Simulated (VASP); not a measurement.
Wanted: the native input for a VASP 6.6.1 run.

- Task: single point
- Functional: PBE
- Potentials or basis: VASP PAW PBE potentials, release 64 (P)
- Cutoff: 520 eV
- k mesh: 6 × 6 × 6
- Occupations: gaussian, width 0.1 eV
- Spin: no spin polarisation
- Dipole correction: no
- Further INCAR settings: ALGO = Normal; EDIFF = 1e-06; NBANDS = 18

The structure of P lies in POSCAR:

```
P
1.0
   -1.8283581900      2.9930173900      3.0732789300
    1.8283581900     -2.9930173900      3.0732789300
    1.8283581900      2.9930173900     -3.0732789300
P
4
Direct
    0.9115308200      0.3404630000      0.5710678200
    0.7306048300      0.6595370000      0.0710678200
    0.0884691800      0.6595370000      0.4289321800
    0.2693951700      0.3404630000      0.9289321800
```

The cell was generated, and may not be a known phase.

The input as run:

INCAR

```
SYSTEM = P
ALGO = Normal
EDIFF = 1E-6
ENCUT = 520
GGA = PE
ISIF = 2
ISMEAR = 0
LASPH = .TRUE.
LCHARG = .TRUE.
LELF = .TRUE.
LREAL = .FALSE.
LVHAR = .TRUE.
LWAVE = .FALSE.
NBANDS = 18
NELM = 60
PREC = Accurate
SIGMA = 0.1
```

KPOINTS

```
k-points
0
G
  6 6 6
  0 0 0
```

Potentials or basis: VASP PAW PBE potentials, release 64 (P).

Run with:

```bash
$ cat potpaw_PBE.64/P/POTCAR > POTCAR
$ mpirun -np 1 vasp_std > vasp.out
```

It gave:

The pressure is 21.4 GPa, the largest force is 1.041 eV/Å and the band gap on the k mesh is zero (bands 10 and 11 overlap by 2.47 eV).

Caveat: the stress differs along the axes, from 12 to 30 GPa; forces of over 1 eV/Å act on the atoms, so gaps and moduli don't describe the material at rest.

It took 63 s on 1 thread of AMD EPYC 7R13 Processor (Zen 3) (shared host), peak memory 0.17 GiB.
